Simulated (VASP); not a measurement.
# BaS (Fm-3m) in VASP: notebook

The runs below take BaS through electric field gradients, with LDA.

Program: VASP 6.6.1. These are calculated values, not measurements. Logs are shortened: lines on timing, memory, paths and dates and some standing lists are left out, and cuts for length are marked.

**1. The cell of the first run**

Symmetry: Fm-3m, No. 225, cubic system. The conventional cell has a = 6.345 Å, b = 6.345 Å, c = 6.345 Å, α = 90.00°, β = 90.00°, γ = 90.00°. Within 4.2 Å of Ba (site symmetry m-3m) lie 6 S at 3.17 Å. Within 4.2 Å of S (site symmetry m-3m) lie 6 Ba at 3.17 Å.

**2. Electric field gradients, LDA (volume scaled by 0.98)**

The input, INCAR:

```
  PREC = Accurate
  ENCUT = 520
  EDIFF = 1E-8
  ISMEAR = -1
  SIGMA = 0.01
  LREAL = F
  LASPH = T
  NELM = 80
  ALGO = Normal
  ISIF = 2
  LWAVE = F
  LCHARG = F
  GGA = CA
  LEFG = T
  NBANDS = 15
```

The input, KPOINTS:

```
Automatic mesh
0
Gamma
  7 7 7
```

The input, POSCAR:

```
BaS
1.0
    0.0000000000      3.1723147904      3.1723147904
    3.1723147904      0.0000000000      3.1723147904
    3.1723147904      3.1723147904      0.0000000000
Ba S
1 1
Direct
    0.0000000000      0.0000000000      0.0000000000
    0.5000000000      0.5000000000      0.5000000000
```

Potentials or basis: VASP PAW LDA potentials, release 64 (Ba_sv, S).

On the command line:

```sh
cat potpaw_LDA.64/Ba_sv/POTCAR potpaw_LDA.64/S/POTCAR > POTCAR
mpirun -np 1 vasp_std > vasp.out
```

OUTCAR:

```text
PREC = Accurate
   ENCUT = 520
   EDIFF = 1E-8
   ISMEAR = -1
   LREAL = F
   LASPH = T
   NELM = 80
   ISIF = 2
   GGA = CA

 ion  position               nearest neighbor table
   1  0.000  0.000  0.000-   2 3.17   2 3.17   2 3.17   2 3.17   2 3.17   2 3.17
   2  0.500  0.500  0.500-   1 3.17   1 3.17   1 3.17   1 3.17   1 3.17   1 3.17

  LATTYP: Found a face centered cubic cell.
 ALAT       =     6.3446295808

  Lattice vectors:

 A1 = (   0.0000000000,   3.1723147904,   3.1723147904)
 A2 = (   3.1723147904,   0.0000000000,   3.1723147904)
 A3 = (   3.1723147904,   3.1723147904,   0.0000000000)

Analysis of symmetry for initial positions (statically):
=====================================================================
 Subroutine PRICEL returns:
 Original cell was already a primitive cell.

 Routine SETGRP: Setting up the symmetry group for a
 face centered cubic supercell.

 Subroutine GETGRP returns: Found 48 space group operations
 (whereof 48 operations were pure point group operations)
 out of a pool of 48 trial point group operations.

The static configuration has the point symmetry O_h .

Analysis of symmetry for dynamics (positions and initial velocities):
=====================================================================
 Subroutine PRICEL returns:
 Original cell was already a primitive cell.

 Routine SETGRP: Setting up the symmetry group for a
 face centered cubic supercell.

 Subroutine GETGRP returns: Found 48 space group operations
 (whereof 48 operations were pure point group operations)
 out of a pool of 48 trial point group operations.

The dynamic configuration has the point symmetry O_h .

 Subroutine INISYM returns: Found 48 space group operations
 (whereof 48 operations are pure point group operations),
 and found     1 'primitive' translations

----------------------------------------------------------------------------------------

                                     Primitive cell

  volume of cell :      63.8497

  direct lattice vectors                    reciprocal lattice vectors
     0.000000000  3.172314790  3.172314790    -0.157613614  0.157613614  0.157613614
     3.172314790  0.000000000  3.172314790     0.157613614 -0.157613614  0.157613614
     3.172314790  3.172314790  0.000000000     0.157613614  0.157613614 -0.157613614
[... 131 lines left out ...]
 fundamental gap:      1.9274164700
 Fermi energy:         1.6077814717

 k-point     1 :       0.0000    0.0000    0.0000
  band No.  band energies     occupation
      1     -24.5907      2.00000
      2      -9.6614      2.00000
      3      -9.6614      2.00000
      4      -9.6614      2.00000
      5      -8.9984      2.00000
      6       1.3485      2.00000
      7       1.3485      2.00000
      8       1.3485      2.00000
      9       4.7591      0.00000
     10       5.0505      0.00000
     11       5.0505      0.00000
     12       5.0505      0.00000
     13       6.0572      0.00000
     14       6.0572      0.00000
[... 329 lines left out ...]
      2     -10.3811      2.00000
      3     -10.0698      2.00000
      4      -9.9052      2.00000
      5      -8.2506      2.00000
      6       0.1375      2.00000
      7       0.7370      2.00000
      8       0.8203      2.00000
      9       5.1167      0.00000
     10       6.0592      0.00000
     11       7.7545      0.00000
     12       8.3962      0.00000
     13       8.5656      0.00000
     14      10.5164      0.00000
     15      11.5196      0.00000

------------------------ aborting loop because EDIFF is reached ----------------------------------------

  FORCE on cell =-STRESS in cart. coord.  units (eV):
  Direction    XX          YY          ZZ          XY          YZ          ZX
  --------------------------------------------------------------------------------------
  -------------------------------------------------------------------------------------
  Total       -0.3802554     -0.3802554     -0.3802554      0.0000000     -0.0000000     -0.0000000
  in kB       -9.5417314     -9.5417314     -9.5417314      0.0000000     -0.0000000     -0.0000000
  external PRESSURE =      -9.5417314 kB  Pullay stress =       0.0000000 kB

 VOLUME and BASIS-vectors are now :
 -----------------------------------------------------------------------------
  energy-cutoff  :      520.00
  volume of cell :       63.85
      direct lattice vectors                 reciprocal lattice vectors
     0.000000000  3.172314790  3.172314790    -0.157613614  0.157613614  0.157613614
     3.172314790  0.000000000  3.172314790     0.157613614 -0.157613614  0.157613614
     3.172314790  3.172314790  0.000000000     0.157613614  0.157613614 -0.157613614

 POSITION                                       TOTAL-FORCE (eV/Angst)
 -----------------------------------------------------------------------------------
      0.00000      0.00000      0.00000        -0.000000     -0.000000     -0.000000
      3.17231      3.17231      3.17231         0.000000      0.000000      0.000000
 -----------------------------------------------------------------------------------
    total drift:                                0.000000      0.000000      0.000000

  FREE ENERGIE OF THE ION-ELECTRON SYSTEM (eV)
  ---------------------------------------------------
  free  energy   TOTEN  =       -11.1711801761 eV

  energy  without entropy=      -11.1711801761  energy(sigma->0) =      -11.17118018

 Electric field gradients (V/A^2)
---------------------------------------------------------------------
 ion       V_xx      V_yy      V_zz      V_xy      V_xz      V_yz
---------------------------------------------------------------------
   1      -0.000    -0.000     0.000     0.000     0.000     0.000
   2       0.000    -0.000    -0.000     0.000     0.000     0.000
---------------------------------------------------------------------

 Electric field gradients after diagonalization (V/A^2)
 (convention: |V_zz| > |V_xx| > |V_yy|)
----------------------------------------------------------------------
 ion       V_xx      V_yy      V_zz     asymmetry (V_yy - V_xx)/ V_zz
----------------------------------------------------------------------
   1      -0.000    -0.000     0.000       0.000
   2      -0.000    -0.000     0.001       0.000
----------------------------------------------------------------------

           NMR quadrupolar parameters

 Cq : quadrupolar parameter    Cq=e*Q*V_zz/h
 eta: asymmetry parameters     (V_yy - V_xx)/ V_zz
 Q  : nuclear electric quadrupole moment in mb (millibarn)
----------------------------------------------------------------------
 ion       Cq(MHz)       eta       Q (mb)
----------------------------------------------------------------------
   1       0.000       0.000       1.000
   2       0.000       0.000       1.000
----------------------------------------------------------------------
```

OSZICAR:

```text
N       E                     dE             d eps       ncg     rms          rms(c)
DAV:   1     0.784227233028E+02    0.78423E+02   -0.68606E+03   600   0.931E+02
DAV:   2    -0.710550863760E+01   -0.85528E+02   -0.77060E+02   791   0.169E+02
DAV:   3    -0.115985341845E+02   -0.44930E+01   -0.44623E+01   821   0.400E+01
DAV:   4    -0.116917621815E+02   -0.93228E-01   -0.93204E-01   815   0.548E+00
DAV:   5    -0.116933708124E+02   -0.16086E-02   -0.16086E-02   808   0.567E-01    0.498E+00
DAV:   6    -0.111991122935E+02    0.49426E+00   -0.66078E-01   712   0.483E+00    0.346E+00
DAV:   7    -0.111763030953E+02    0.22809E-01   -0.13510E-01   742   0.202E+00    0.197E+00
DAV:   8    -0.111719745353E+02    0.43286E-02   -0.19636E-02   698   0.805E-01    0.231E-01
DAV:   9    -0.111710352270E+02    0.93931E-03   -0.24436E-03   733   0.296E-01    0.134E-01
DAV:  10    -0.111711952246E+02   -0.16000E-03   -0.21681E-04   698   0.104E-01    0.307E-02
DAV:  11    -0.111711794395E+02    0.15785E-04   -0.49395E-05   796   0.413E-02    0.120E-02
DAV:  12    -0.111711801299E+02   -0.69039E-06   -0.44320E-06   684   0.119E-02    0.818E-03
DAV:  13    -0.111711801942E+02   -0.64347E-07   -0.32254E-07   782   0.339E-03    0.859E-04
DAV:  14    -0.111711801758E+02    0.18401E-07   -0.60216E-08   733   0.158E-03    0.366E-04
DAV:  15    -0.111711801761E+02   -0.30354E-09   -0.31254E-09   426   0.383E-04
   1 F= -.11171180E+02 E0= -.11171180E+02  d E =-.257992E-13
```

stdout:

```text
POSCAR found type information on POSCAR BaS
 POSCAR found :  2 types and       2 ions
 scaLAPACK will be used
 LDA part: xc-table for (Slater(with rela. corr.)+CA(PZ))
 , standard interpolation
 POSCAR, INCAR and KPOINTS ok, starting setup
 FFT: planning ... GRIDC
 FFT: planning ... GRID_SOFT
 FFT: planning ... GRID
 WAVECAR not read
 entering main loop
ion   1

ion   2
```

Run time: 31 s. Hardware: 1 thread of AMD EPYC 7R13, shared host; peak memory 0.15 GiB.

Results:

```
Free energy            : -11.1712 eV
Pressure               : -1.0 GPa
Band gap on the k mesh : 1.93 eV, indirect (least direct gap 2.07 eV)
```

Levels at points of the mesh, in eV from the valence-band top:
```csv
k point,band 5,band 6,band 7,band 8,band 9,band 10,band 11,band 12
"(0.00, 0.00, 0.00)",-10.35,0.00,0.00,0.00,3.41,3.70,3.70,3.70
```

Caveat: without QUAD_EFG the Cq values of the log hold for a quadrupole moment of 1 mb, not for the nuclei; spin-orbit coupling is left out, which moves the levels of the heavy elements. A k mesh can miss the band edges.

[end of part 1 of 2]
